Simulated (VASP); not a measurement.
# Ga (C2/c) in VASP: settings compared

Ga is run at these levels: PBE, PBEsol; tasks: single point.

Everything below comes from runs of VASP 6.6.1. Logs are shortened: lines on timing, memory, paths and dates and some standing lists are left out, and cuts for length are marked.

### Step 1. The cell of the first run

Symmetry: C2/c, No. 15, monoclinic system. Conventional cell: a = 2.766 Å, b = 8.053 Å, c = 3.399 Å, α = 90.00°, β = 91.98°, γ = 90.00°. Within 3.6 Å of Ga (site symmetry 2) lie 10 Ga at 2.71 to 3.40 Å.

### Step 2. Single point, PBE (zz strain of +2 %)

Contents of INCAR:

```
SYSTEM = Ga
ALGO = Normal ; EDIFF = 1E-6
ENCUT = 520 ; GGA = PE
ISIF = 2 ; ISMEAR = -1
LASPH = .TRUE. ; LCHARG = .FALSE.
LREAL = .FALSE. ; LWAVE = .FALSE.
NBANDS = 20 ; NELM = 80
PREC = Accurate ; SIGMA = 0.03
```

Contents of KPOINTS:

```
k-points
0
G
  14 14 11
  0 0 0
```

Contents of POSCAR:

```
Ga
1.0
    1.3830000000     -4.0265000000      0.0000000000
    1.3830000000      4.0265000000      0.0000000000
   -0.1174500000      0.0000000000      3.3965286000
Ga
2
Direct
    0.8690000000      0.1310000000      0.2500000000
    0.1310000000      0.8690000000      0.7500000000
```

Potentials or basis: VASP PAW PBE potentials, release 64 (Ga_d).

Launch:

```
> cat potpaw_PBE.64/Ga_d/POTCAR > POTCAR
> mpirun -np 1 vasp_std > vasp.out
```

OUTCAR:

```text
SYSTEM = Ga
   EDIFF = 1E-6
   ENCUT = 520
   GGA = PE
   ISIF = 2
   ISMEAR = -1
   LASPH = .TRUE.
   LREAL = .FALSE.
   NELM = 80
   PREC = Accurate

 ion  position               nearest neighbor table
   1  0.869  0.131  0.250-   2 2.71   2 2.71   2 2.88   2 2.88
   2  0.131  0.869  0.750-   1 2.71   1 2.71   1 2.88   1 2.88

  LATTYP: Found a base centered monoclinic cell.
 ALAT       =     2.7660000000
 B/A-ratio  =     2.9114244396
 C/A-ratio  =     1.2286907700
 COS(beta)  =    -0.0345587678

  Lattice vectors:

 A1 = (   1.3830000000,  -4.0265000000,   0.0000000000)
 A2 = (   1.3830000000,   4.0265000000,   0.0000000000)
 A3 = (  -0.1174500000,   0.0000000000,   3.3965286000)

Analysis of symmetry for initial positions (statically):
=====================================================================
 Subroutine PRICEL returns:
 Original cell was already a primitive cell.

 Routine SETGRP: Setting up the symmetry group for a
 base centered monoclinic supercell.

 Subroutine GETGRP returns: Found  4 space group operations
 (whereof  2 operations were pure point group operations)
 out of a pool of  4 trial point group operations.

The static configuration has the point symmetry S_2 .
 The point group associated with its full space group is C_2h.

Analysis of symmetry for dynamics (positions and initial velocities):
=====================================================================
 Subroutine PRICEL returns:
 Original cell was already a primitive cell.

 Routine SETGRP: Setting up the symmetry group for a
 base centered monoclinic supercell.

 Subroutine GETGRP returns: Found  4 space group operations
 (whereof  2 operations were pure point group operations)
 out of a pool of  4 trial point group operations.

The dynamic configuration has the point symmetry S_2 .
 The point group associated with its full space group is C_2h.

 Subroutine INISYM returns: Found  4 space group operations
 (whereof  2 operations are pure point group operations),
 and found     1 'primitive' translations

----------------------------------------------------------------------------------------

                                     Primitive cell

  volume of cell :      37.8282

  direct lattice vectors                    reciprocal lattice vectors
     1.383000000 -4.026500000  0.000000000     0.361532899 -0.124177325  0.012501599
     1.383000000  4.026500000  0.000000000     0.361532899  0.124177325  0.012501599
    -0.117450000  0.000000000  3.396528600     0.000000000  0.000000000  0.294418248

  length of vectors
     4.257392541  4.257392541  3.398558670     0.382468738  0.382468738  0.294418248

  position of ions in fractional coordinates (direct lattice)
     0.869000000  0.131000000  0.250000000
     0.131000000  0.869000000  0.750000000

  ion indices of the primitive-cell ions
   primitive index   ion index
                 1           1
                 2           2

----------------------------------------------------------------------------------------

 KPOINTS: k-points

Automatic generation of k-mesh.
 Grid dimensions read from file:
 generate k-points for:   14   14   11

 Generating k-lattice:

  Cartesian coordinates                     Fractional coordinates (reciprocal lattice)
     0.025823779 -0.008869809  0.000892971     0.071428571 -0.000000000  0.000000000
     0.025823779  0.008869809  0.000892971    -0.000000000  0.071428571  0.000000000
     0.000000000  0.000000000  0.026765295     0.000000000  0.000000000  0.090909091

  Length of vectors
     0.027319196  0.027319196  0.026765295

  Shift w.r.t. Gamma in fractional coordinates (k-lattice)
     0.000000000  0.000000000  0.000000000

 Subroutine IBZKPT returns following result:
 ===========================================

 Found    582 irreducible k-points:

 Following reciprocal coordinates:
            Coordinates               Weight
  0.000000  0.000000  0.000000      1.000000
  0.071429 -0.000000  0.000000      4.000000
  0.142857  0.000000  0.000000      4.000000
  0.214286  0.000000  0.000000      4.000000
  0.285714 -0.000000  0.000000      4.000000
  0.357143  0.000000  0.000000      4.000000
[... 16 lines left out ...]
  0.214286  0.142857  0.000000      4.000000
  0.285714  0.142857  0.000000      4.000000
 [... further k-points ...]
   k-points           NKPTS =    582   k-points in BZ     NKDIM =    582   number of bands    NBANDS=     20
   number of dos      NEDOS =    301   number of ions     NIONS =      2
   total plane-waves  NPLWV =  28672
   dimension x,y,z NGX =    32 NGY =   32 NGZ =   28
   dimension x,y,z NGXF=    64 NGYF=   64 NGZF=   56
   ions per type =               2
   NGX,Y,Z   is equivalent  to a cutoff of  12.50, 12.50, 13.70 a.u.
   NGXF,Y,Z  is equivalent  to a cutoff of  24.99, 24.99, 27.39 a.u.
 SYSTEM =  Ga
   PREC   = accura    normal or accurate (medium, high low for compatibility)
   ISTART =      0    job   : 0-new  1-cont  2-samecut
   ICHARG =      2    charge: 1-file 2-atom 10-const
   ISPIN  =      1    spin polarized calculation?
   LNONCOLLINEAR =      F non collinear calculations
   LSORBIT =      F    spin-orbit coupling
   LASPH  =      T    aspherical Exc in radial PAW
   ENCUT  =  520.0 eV  38.22 Ry    6.18 a.u.   7.92  7.92  6.32*2*pi/ulx,y,z
   NELM   =     80;   NELMIN=  2; NELMDL= -5     # of ELM steps
   EDIFF  = 0.1E-05   stopping-criterion for ELM
   LREAL  =      F    real-space projection
   EDIFFG = 0.1E-04   stopping-criterion for IOM
   NSW    =      0    number of steps for IOM
   IBRION =     -1    ionic relax: 0-MD 1-quasi-New 2-CG
   NFREE  =      0    steps in history (QN), initial steepest desc. (CG)
   ISIF   =      2    stress and relaxation
   ISYM   =      2    0-nonsym 1-usesym 2-fastsym
   POTIM  = 0.5000    time-step for ionic-motion
   TEBEG  =    0.0;   TEEND  =   0.0 temperature during run
   PSTRESS=    0.0 pullay stress
   NELECT =      26.0000    total number of electrons
   NUPDOWN=      -1.0000    fix difference up-down
   EMIN   =  10.00;   EMAX   =-10.00  energy-range for DOS
   EFERMI =   0.00;   METHOD = LEGACY
   ISMEAR =    -1;   SIGMA  =   0.03  broadening in eV -4-tet -1-fermi 0-gaus
   EFERMI_NEDOS =   21; number of points for ismear=-14 and -15
   IALGO  =     38    algorithm
[... 10 lines left out ...]
   IVDW    =     0    specifies the selected vdW correction
   LEPSILON=     F    determine dielectric tensor
   LRPA    =     F    only Hartree local field effects (RPA)
 non-spin polarized calculation
  energy-cutoff  :      520.00
  volume of cell :       37.83
 maximum number of plane-waves:      1044
   NGX = 15   NGY = 15   NGZ = 13

 number of electron      26.0000001 magnetization

 Free energy of the ion-electron system (eV)
  ---------------------------------------------------
  ext. energy  EPLUGINS =         0.00000000
  ---------------------------------------------------
  free energy    TOTEN  =        -5.77526583 eV

  energy without entropy =       -5.77329091  energy(sigma->0) =       -5.77427837

 E-fermi :   5.4733     XC(G=0): -10.9580

 val. band max:        5.4679216316   @ k =   0.2857   0.1429   0.3636
 cond. band min:       5.4735467978   @ k =  -0.4286   0.1429  -0.0000
 fundamental gap:      0.0056251661
 Fermi energy:         5.4733252283

 k-point     1 :       0.0000    0.0000    0.0000
  band No.  band energies     occupation
      1      -9.6723      2.00000
      2      -9.6579      2.00000
      3      -9.6319      2.00000
      4      -9.6049      2.00000
      5      -9.3377      2.00000
      6      -9.3334      2.00000
[... 12 lines left out ...]
     19      15.9876      0.00000
     20      18.5984      0.00000

 k-point     2 :       0.0714   -0.0000    0.0000
  band No.  band energies     occupation
      1      -9.6682      2.00000
      2      -9.6485      2.00000
      3      -9.6188      2.00000
      4      -9.5877      2.00000
      5      -9.3470      2.00000
      6      -9.3426      2.00000
[... 12 lines left out ...]
     19      16.1293      0.00000
     20      18.8736      0.00000

 k-point     3 :       0.1429    0.0000    0.0000
  band No.  band energies     occupation
      1      -9.6569      2.00000
      2      -9.6257      2.00000
      3      -9.5864      2.00000
      4      -9.5342      2.00000
      5      -9.3741      2.00000
      6      -9.3690      2.00000
[... 12 lines left out ...]
     19      16.2430      0.00000
     20      19.4930      0.00000

 k-point     4 :       0.2143    0.0000    0.0000
  band No.  band energies     occupation
      1      -9.6411      2.00000
      2      -9.6000      2.00000
      3      -9.5403      2.00000
      4      -9.4696      2.00000
      5      -9.4134      2.00000
      6      -9.3941      2.00000
[... 12 lines left out ...]
     19      16.3857      0.00000
     20      20.2835      0.00000

 k-point     5 :       0.2857   -0.0000    0.0000
  band No.  band energies     occupation
      1      -9.6250      2.00000
      2      -9.5767      2.00000
      3      -9.5033      2.00000
      4      -9.4742      2.00000
      5      -9.4578      2.00000
      6      -9.3740      2.00000
[... 12 lines left out ...]
     19      16.5620      0.00000
     20      19.1030      0.00000

 k-point     6 :       0.3571    0.0000    0.0000
  band No.  band energies     occupation
      1      -9.6122      2.00000
      2      -9.5683      2.00000
      3      -9.5069      2.00000
      4      -9.4980      2.00000
      5      -9.4792      2.00000
      6      -9.3857      2.00000
[... 12 lines left out ...]
     19      16.4920      0.00000
     20      17.7256      0.00000

 k-point     7 :       0.4286    0.0000    0.0000
  band No.  band energies     occupation
      1      -9.6041      2.00000
      2      -9.5808      2.00000
      3      -9.5309      2.00000
      4      -9.4987      2.00000
      5      -9.4844      2.00000
      6      -9.3892      2.00000
[... 12 lines left out ...]
     19      15.4148      0.00000
     20      17.3334      0.00000
[... 277 lines left out ...]
 k-point    20 :      -0.1429    0.0714   -0.0000
  band No.  band energies     occupation
      1      -9.6578      2.00000
      2      -9.6552      2.00000
      3      -9.6205      2.00000
      4      -9.5693      2.00000
      5      -9.3599      2.00000
      6      -9.3557      2.00000
[... 12 lines left out ...]
     19      15.8663      0.00000
     20      19.4148      0.00000

 k-point    21 :      -0.0714    0.0714    0.0000
  band No.  band energies     occupation
      1      -9.6669      2.00000
      2      -9.6636      2.00000
      3      -9.6321      2.00000
      4      -9.5940      2.00000
      5      -9.3444      2.00000
      6      -9.3425      2.00000
[... 12 lines left out ...]
     19      16.4355      0.00000
     20      18.0862      0.00000

 k-point    22 :       0.1429    0.1429    0.0000
  band No.  band energies     occupation
      1      -9.6406      2.00000
      2      -9.5853      2.00000
      3      -9.5082      2.00000
      4      -9.4410      2.00000
      5      -9.4275      2.00000
      6      -9.4035      2.00000
[... 12 lines left out ...]
     19      17.3527      0.00000
     20      19.8032      0.00000

 k-point    23 :       0.2143    0.1429    0.0000
  band No.  band energies     occupation
      1      -9.6320      2.00000
      2      -9.5642      2.00000
      3      -9.5343      2.00000
      4      -9.4598      2.00000
      5      -9.4446      2.00000
      6      -9.4227      2.00000
[... 12 lines left out ...]
     19      17.3449      0.00000
     20      18.7698      0.00000

 k-point    24 :       0.2857    0.1429    0.0000
  band No.  band energies     occupation
      1      -9.6253      2.00000
      2      -9.5716      2.00000
      3      -9.5364      2.00000
      4      -9.4889      2.00000
      5      -9.4514      2.00000
      6      -9.4235      2.00000
[... 12 lines left out ...]
     19      16.4547      0.00000
     20      17.4957      0.00000

 [... further k-points ...]

------------------------ aborting loop because EDIFF is reached ----------------------------------------

  FORCE on cell =-STRESS in cart. coord.  units (eV):
  Direction    XX          YY          ZZ          XY          YZ          ZX
  --------------------------------------------------------------------------------------
  -------------------------------------------------------------------------------------
  Total        0.2743365      0.3333153     -0.0175037      0.0000000      0.0000000      0.0240105
  in kB       11.6192733     14.1172666     -0.7413540      0.0000000      0.0000000      1.0169445
  external PRESSURE =       8.3317286 kB  Pullay stress =       0.0000000 kB

 VOLUME and BASIS-vectors are now :
 -----------------------------------------------------------------------------
  energy-cutoff  :      520.00
  volume of cell :       37.83
      direct lattice vectors                 reciprocal lattice vectors
     1.383000000 -4.026500000  0.000000000     0.361532899 -0.124177325  0.012501599
     1.383000000  4.026500000  0.000000000     0.361532899  0.124177325  0.012501599
    -0.117450000  0.000000000  3.396528600     0.000000000  0.000000000  0.294418248

 POSITION                                       TOTAL-FORCE (eV/Angst)
 -----------------------------------------------------------------------------------
      1.35364     -2.97156      0.84913        -0.000000      0.154105     -0.000000
      1.29491      2.97156      2.54740         0.000000     -0.154105      0.000000
 -----------------------------------------------------------------------------------
    total drift:                                0.000000      0.000000     -0.000000

  FREE ENERGIE OF THE ION-ELECTRON SYSTEM (eV)
  ---------------------------------------------------
  free  energy   TOTEN  =        -5.7752658293 eV

  energy  without entropy=       -5.7732909093  energy(sigma->0) =       -5.77427837
```

Wall time 3.6 min (1 thread of Intel Xeon Platinum 8488C (Sapphire Rapids), shared host); peak memory 0.45 GiB.

Results:

- Free energy: -5.7753 eV
- Pressure: 0.8 GPa
- Largest force: 0.154 eV/Å
- Band gap on the k mesh: zero (bands 13 and 14 overlap by 7.85 eV)

Forces in eV/Å, atoms in the order of the input:
```
Ga   0.000  0.154  0.000
Ga   0.000 -0.154  0.000
```

Levels at points of the mesh, in eV from the Fermi level:
```csv
k point,band 10,band 11,band 12,band 13,band 14,band 15,band 16,band 17
"(0.00, 0.00, 0.00)",-14.64,-11.08,-1.94,-1.64,1.31,5.13,9.81,9.86
"(0.50, 0.00, 0.00)",-14.65,-5.91,-4.89,-1.21,0.08,5.50,6.43,8.12
"(0.50, 0.50, 0.00)",-14.70,-8.96,-8.46,3.66,4.24,5.40,5.65,7.69
```

Caveat: the cell differs from its parent crystal (zz strain of +2 %).

### Step 3. Single point, PBE (equal xx and yy strain of +3 %)

INCAR: that of step 2 with these lines changed.

```diff
@@ -6,3 +6,3 @@
 LREAL = .FALSE. ; LWAVE = .FALSE.
-NBANDS = 20 ; NELM = 80
+NBANDS = 20 ; NELM = 60
 PREC = Accurate ; SIGMA = 0.03
```

KPOINTS is that of step 2.

Contents of POSCAR:

```
Ga
1.0
    1.4244900000     -4.1472950000      0.0000000000
    1.4244900000      4.1472950000      0.0000000000
   -0.1209735000      0.0000000000      3.3299300000
Ga
2
Direct
    0.8690000000      0.1310000000      0.2500000000
    0.1310000000      0.8690000000      0.7500000000
```

Potentials or basis: VASP PAW PBE potentials, release 64 (Ga_d).

Launch:

```
> cat potpaw_PBE.64/Ga_d/POTCAR > POTCAR
> mpirun -np 1 vasp_std > vasp.out
```

Run time: 3.4 min. Hardware: 1 thread of Intel Xeon Platinum 8559C (Emerald Rapids), shared host; peak memory 0.47 GiB.

It converged, with:

| Quantity | Value |
| --- | --- |
| Free energy | -5.7764 eV |
| Pressure | -1.0 GPa |
| Largest force | 0.169 eV/Å |
| Band gap on the k mesh | zero (bands 13 and 14 overlap by 7.97 eV) |

Forces in eV/Å, atoms in the order of the input:
```
Ga   0.000  0.169  0.000
Ga   0.000 -0.169  0.000
```

Stress tensor (GPa, compression positive):
```
-1.08  0.00  0.22
 0.00 -1.01  0.00
 0.22  0.00 -0.82
```

Levels at points of the mesh, in eV from the Fermi level:
| k point | band 10 | band 11 | band 12 | band 13 | band 14 | band 15 | band 16 | band 17 |
| --- | --- | --- | --- | --- | --- | --- | --- | --- |
| (0.00, 0.00, 0.00) | -14.63 | -10.79 | -2.08 | -1.89 | 2.08 | 5.74 | 8.87 | 9.54 |
| (0.50, 0.00, 0.00) | -14.65 | -6.08 | -4.86 | -1.37 | -0.28 | 5.73 | 6.31 | 8.37 |
| (0.50, 0.50, 0.00) | -14.68 | -8.80 | -8.33 | 4.27 | 4.81 | 5.88 | 6.08 | 6.89 |

Caveat: the cell differs from its parent crystal (equal xx and yy strain of +3 %).

### Step 4. Single point, PBEsol

This run uses another cell than the first one, of 18.54 Å³/atom.

Contents of INCAR:

```
  ALGO = Normal
  EDIFF = 1E-7
  ENCUT = 520
  GGA = PS
  ISIF = 2
  ISMEAR = -1
  LASPH = True
  LCHARG = False
  LREAL = False
  LWAVE = False
  NBANDS = 20
  NELM = 80
  PREC = Accurate
  SIGMA = 0.03
```

Contents of KPOINTS:

```
k-points
0
Gamma
  14 14 11
```

Contents of POSCAR:

```
Ga
1.0
    1.3830000000     -4.0265000000      0.0000000000
    1.3830000000      4.0265000000      0.0000000000
   -0.1174500000      0.0000000000      3.3299300000
Ga
2
Direct
    0.8690000000      0.1310000000      0.2500000000
    0.1310000000      0.8690000000      0.7500000000
```

Launch:

```
> cat potpaw_PBE.64/Ga_d/POTCAR > POTCAR
> mpirun -np 1 vasp_std > vasp.out
```

Wall time 2.4 min (1 thread of Intel Xeon 6975P-C (Granite Rapids), shared host); peak memory 0.44 GiB.

It converged, with:

```yaml
Free_energy: -6.6734 eV
Pressure: -1.8 GPa
Largest_force: 0.183 eV/Å
Band_gap_on_the_k_mesh: zero (bands 13 and 14 overlap by 7.99 eV)
```

Forces on the atoms (eV/Å):
```
Ga   0.000  0.183  0.000
Ga   0.000 -0.183  0.000
```

Stress tensor (GPa, compression positive):
```
-1.84  0.00 -0.10
 0.00 -1.74  0.00
-0.10  0.00 -1.85
```

Levels at points of the mesh, in eV from the Fermi level:
| k point | band 10 | band 11 | band 12 | band 13 | band 14 | band 15 | band 16 | band 17 |
| --- | --- | --- | --- | --- | --- | --- | --- | --- |
| (0.00, 0.00, 0.00) | -14.57 | -11.24 | -2.09 | -1.63 | 1.62 | 5.42 | 9.68 | 10.18 |
| (0.50, 0.00, 0.00) | -14.59 | -6.06 | -5.03 | -1.35 | 0.00 | 5.77 | 6.58 | 8.44 |
| (0.50, 0.50, 0.00) | -14.63 | -9.11 | -8.61 | 3.99 | 4.57 | 5.81 | 6.04 | 7.54 |

Caveat: the PAW data sets were made with another functional, which shifts forces and pressure a little.

### Step 5. Single point, PBE

This run uses another cell than the first one, of 18.54 Å³/atom.

Contents of INCAR:

```
SYSTEM = Ga
PREC = Accurate
ENCUT = 520
EDIFF = 1E-7
ISMEAR = -1
SIGMA = 0.03
LREAL = .False.
LASPH = .True.
NELM = 100
ALGO = Normal
ISIF = 2
LWAVE = .False.
LCHARG = .True.
GGA = PE
LELF = .True.
LVHAR = .True.
NBANDS = 20
```

Contents of KPOINTS:

```
regular mesh
0
Gamma
  14 14 11
  0 0 0
```

POSCAR is that of step 4.

Launch:

```
> cat potpaw_PBE.64/Ga_d/POTCAR > POTCAR
> mpirun -np 1 vasp_std > vasp.out
```

It took 2.2 min on 1 thread of Intel Xeon 6975P-C (Granite Rapids), shared host; peak memory 0.44 GiB.

It converged, with:

```yaml
Free_energy: -5.7717 eV
Pressure: 1.8 GPa
Largest_force: 0.190 eV/Å
Band_gap_on_the_k_mesh: zero (bands 13 and 14 overlap by 7.98 eV)
```

Forces on the atoms (eV/Å):
```
Ga   0.000  0.190  0.000
Ga   0.000 -0.190  0.000
```

Stress tensor (GPa, compression positive):
```
 1.87  0.00 -0.09
 0.00  2.00  0.00
-0.09  0.00  1.63
```

Levels at points of the mesh, in eV from the Fermi level:
```
           k point  band 10  band 11  band 12  band 13  band 14  band 15  band 16  band 17
(0.00, 0.00, 0.00)   -14.64   -11.23    -2.10    -1.63     1.63     5.43     9.69    10.18
(0.50, 0.00, 0.00)   -14.66    -6.06    -5.03    -1.35     0.00     5.78     6.58     8.45
(0.50, 0.50, 0.00)   -14.70    -9.11    -8.60     3.99     4.57     5.81     6.04     7.55
```

### Step 6. Overview

```tsv
level	cell	gap on the mesh (eV)	pressure (GPa)	largest force (eV/Å)
PBE	a = 4.257, b = 4.257, c = 3.399 Å, angles 90.6, 90.6, 142.1°, 2 atoms	none	0.8	0.15
PBE	a = 4.385, b = 4.385, c = 3.332 Å, angles 90.7, 90.7, 142.1°, 2 atoms	none	-1.0	0.17
PBEsol	a = 4.257, b = 4.257, c = 3.332 Å, angles 90.7, 90.7, 142.1°, 2 atoms	none	-1.8	0.18
PBE	a = 4.257, b = 4.257, c = 3.332 Å, angles 90.7, 90.7, 142.1°, 2 atoms	none	1.8	0.19
```

Alike in all rows: task single point; potentials or basis VASP PAW PBE potentials, release 64 (Ga_d); no spin polarisation; k mesh 14 × 14 × 11; cutoff (eV) 520; smearing fermi-dirac 0.03 eV.

Caveats: the PAW data sets were made with another functional, which shifts forces and pressure a little (at least some runs).

Absolute energies hang on the potentials; compare differences alone.
